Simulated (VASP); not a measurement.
Wanted: the native input for a VASP 6.6.1 run.

- Task: single point
- Functional: LDA
- Potentials or basis: VASP PAW LDA potentials, release 64 (Zr_sv, H)
- Cutoff: 520 eV
- k mesh: 12 × 12 × 12
- Occupations: methfessel-paxton, width 0.15 eV
- Spin: no spin polarisation
- Dipole correction: no
- Further INCAR settings: ALGO = Normal; EDIFF = 1e-06; NBANDS = 14

The structure of ZrH lies in POSCAR:

```
ZrH
1.0
   -1.6583925173      1.6583925173      2.5264653264
    1.6583925173     -1.6583925173      2.5264653264
    1.6583925173      1.6583925173     -2.5264653264
Zr H
1 1
Direct
    0.0000000000      0.0000000000      0.0000000000
    0.7500000000      0.2500000000      0.5000000000
```

The input as run:

INCAR

```
PREC     = Accurate       # precision mode
ENCUT    = 520            # plane-wave cutoff, eV
EDIFF    = 1E-6           # SCF threshold, eV
ISMEAR   = 1              # smearing method
SIGMA    = 0.15           # smearing width, eV
LREAL    = False          # projectors in reciprocal space
LASPH    = True           # aspherical terms in the spheres
NELM     = 100            # most SCF steps
ALGO     = Normal         # electronic algorithm
ISIF     = 2              # what is computed and relaxed
LWAVE    = False          # write WAVECAR
LCHARG   = False          # write CHGCAR
NBANDS   = 14             # bands
```

KPOINTS

```
Automatic mesh
0
Gamma
  12 12 12
```

Potentials or basis: VASP PAW LDA potentials, release 64 (Zr_sv, H).

Launch:

```bash
$ cat potpaw_LDA.64/Zr_sv/POTCAR potpaw_LDA.64/H/POTCAR > POTCAR
$ mpirun -np 1 vasp_std > vasp.out
```

Results of the run:

| Property | Result |
| --- | --- |
| Pressure | -9.2 GPa |

Run time: 31 s on 1 thread of Intel(R) Xeon(R) Platinum 8488C (Sapphire Rapids) (shared host), peak memory 0.18 GiB.
